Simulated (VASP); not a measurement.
Write the native input for VASP 6.6.1 that does the following.

```yaml
Task: single point
Functional: r2SCAN
Potentials_or_basis: VASP PAW PBE potentials, release 64 (Sr_sv, Cl)
Cutoff: 520 eV
k_mesh: 4 × 4 × 4
Occupations: gaussian, width 0.01 eV
Spin: no spin polarisation
Dipole_correction: no
Further_INCAR_settings: ALGO = Normal; EDIFF = 1e-07; NBANDS = 19
```

The system is SrCl2.

```
Sr Cl
1.0
     2.45672    1.41839    4.01532
    -2.45672    1.41839    4.01532
     0.00000   -2.83678    4.01532
Sr Cl
1 2
Direct
  0.00000 0.00000 0.00000
  0.24995 0.24995 0.24995
  0.75005 0.75005 0.75005
```

One way to write it, as run:

POSCAR

```
SrCl2
1.0
    2.4567214836      1.4183888098      4.0153159317
   -2.4567214836      1.4183888098      4.0153159317
    0.0000000000     -2.8367776197      4.0153159316
Sr Cl
1 2
Direct
    0.0000000000      0.0000000000      0.0000000000
    0.2499511381      0.2499511381      0.2499511381
    0.7500488619      0.7500488619      0.7500488619
```

INCAR.step1

```
SYSTEM = SrCl2
ALGO = Normal
EDIFF = 1E-4
ENCUT = 520
GGA = PE
ISMEAR = 0
LASPH = .TRUE.
LCHARG = .FALSE.
LREAL = .FALSE.
LWAVE = .TRUE.
NBANDS = 19
NELM = 100
PREC = Accurate
SIGMA = 0.01
```

INCAR.step2

```
SYSTEM = SrCl2
ALGO = Normal
EDIFF = 1E-7
ENCUT = 520
ISIF = 2
ISMEAR = 0
ISTART = 1
LASPH = .TRUE.
LCHARG = .FALSE.
LMIXTAU = .TRUE.
LREAL = .FALSE.
LWAVE = .FALSE.
METAGGA = R2SCAN
NBANDS = 19
NELM = 100
PREC = Accurate
SIGMA = 0.01
```

KPOINTS

```
k-points
0
G
  4 4 4
  0 0 0
```

Potentials or basis: VASP PAW PBE potentials, release 64 (Sr_sv, Cl).

Run with:

```console
$ cat potpaw_PBE.64/Sr_sv/POTCAR potpaw_PBE.64/Cl/POTCAR > POTCAR
$ cp INCAR.step1 INCAR
$ mpirun -np 1 vasp_std > vasp.out
$ cp INCAR.step2 INCAR
$ mpirun -np 1 vasp_std > vasp.out
```

It gave:

The pressure is 0.8 GPa and the band gap on the k mesh is 5.98 eV, direct.

Caveat: the PAW data sets were made with another functional, which shifts forces and pressure a little.

Wall time 2.2 min on 1 thread of Intel(R) Xeon(R) Platinum 8259CL CPU @ 2.50GHz (Skylake/Cascade Lake) (shared host), peak memory 0.25 GiB.
